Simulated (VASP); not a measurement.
Wanted: the native input for a VASP 6.6.1 run.

- Task: single point
- Functional: PBE
- Potentials or basis: VASP PAW PBE potentials, release 64 (Si, W_sv)
- Cutoff: 500 eV
- k mesh: 4 × 4 × 4
- Occupations: gaussian, width 0.1 eV
- Spin: no spin polarisation
- Dipole correction: no
- Further INCAR settings: ALGO = Normal; EDIFF = 1e-06; NBANDS = 18

The structure of Si2W lies in POSCAR:

```
Si2W
1.0
    0.0000000000      3.4754541900      3.4754541900
    3.4754541900      0.0000000000      3.4754541900
    3.4754541900      3.4754541900      0.0000000000
Si W
2 1
Direct
    0.2500000000      0.2500000000      0.2500000000
    0.7500000000      0.7500000000      0.7500000000
    0.5000000000      0.5000000000      0.5000000000
```

The input as run:

INCAR

```
SYSTEM = Si2W
PREC = Accurate ; ENCUT = 500
EDIFF = 1E-6 ; ISMEAR = 0
SIGMA = 0.1 ; LREAL = .False.
LASPH = .True. ; NELM = 120
ALGO = Normal ; ISIF = 2
LWAVE = .False. ; LCHARG = .False.
GGA = PE ; NBANDS = 18
GGA_COMPAT = .False.
```

KPOINTS

```
regular mesh
0
Gamma
  4 4 4
  0 0 0
```

Potentials or basis: VASP PAW PBE potentials, release 64 (Si, W_sv).

The run is started by

```sh
$ cat potpaw_PBE.64/Si/POTCAR potpaw_PBE.64/W_sv/POTCAR > POTCAR
$ mpirun -np 1 vasp_std > vasp.out
```

It gave:

```json
{
 "Pressure": "-23.1 GPa",
 "Band gap on the k mesh": "zero (band 11 reaches 3.57 eV, above the bottom of band 12 at 2.95 eV)"
}
```

Caveat: the k points lie up to 0.39 Å⁻¹ apart; spin-orbit coupling is left out, which moves the levels of the heavy elements.

Wall time 12 s on 1 thread of Intel(R) Xeon(R) 6975P-C (Granite Rapids), with other jobs on the host, peak memory 0.2 GiB.
